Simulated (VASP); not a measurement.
A run of VASP 6.6.1:

The input INCAR:

```
SYSTEM = V
  PREC = Accurate
  ENCUT = 520
  EDIFF = 1E-6
  ISMEAR = 0
  SIGMA = 0.15
  LREAL = .FALSE.
  LASPH = .TRUE.
  NELM = 80
  ALGO = Fast
  ISIF = 2
  LWAVE = .FALSE.
  LCHARG = .FALSE.
  GGA = PE
  NBANDS = 12
```

File KPOINTS:

```
regular mesh
0
G
  22 22 22
  0 0 0
```

Contents of POSCAR:

```
V
1.0
   -1.4903050000      1.4903050000      1.5583900000
    1.4903050000     -1.4903050000      1.5583900000
    1.4903050000      1.4903050000     -1.5583900000
V
1
Direct
    0.0000000000      0.0000000000      0.0000000000
```

Potentials or basis: VASP PAW PBE potentials, release 64 (V_sv).

Command:

```bash
$ cat potpaw_PBE.64/V_sv/POTCAR > POTCAR
$ mpirun -np 1 vasp_std > vasp.out
```

Hardware: 1 thread of Intel(R) Xeon(R) Platinum 8488C (Sapphire Rapids), on a shared host.

Q: Estimate the wall time of this run.

A: It took 60 s on 1 thread of Intel(R) Xeon(R) Platinum 8488C (Sapphire Rapids), on a shared host, peak memory 0.24 GiB. Counts: scf iterations 12, k points 834.
